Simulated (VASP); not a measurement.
Input of a VASP 6.6.1 run:

The input INCAR:

```
ALGO = Normal
EDIFF = 1E-7
ENCUT = 520
GGA = PE
ISIF = 2
ISMEAR = -1
ISPIN = 2
LASPH = T
LCHARG = F
LMAXMIX = 6
LORBIT = 11
LREAL = F
LWAVE = F
MAGMOM = 7
NBANDS = 19
NELM = 150
PREC = Accurate
SIGMA = 0.1
```

Contents of KPOINTS:

```
k-points
0
Gamma
  14 14 14
```

File POSCAR:

```
Gd
1.0
   -1.8985158829      1.8985158829      1.8985158829
    1.8985158829     -1.8985158829      1.8985158829
    1.8985158829      1.8985158829     -1.8985158829
Gd
1
Direct
    0.0000000000      0.0000000000      0.0000000000
```

Potentials or basis: VASP PAW PBE potentials, release 64 (Gd).

Run with:

```bash
$ cat potpaw_PBE.64/Gd/POTCAR > POTCAR
$ mpirun -np 1 vasp_std > vasp.out
```

(1) Estimate the site moments.

(2) Estimate the pressure.

Results:

(1) Gd +7.00 μB.

(2) 8.9 GPa.

Caveat: the cell stands under pressure.
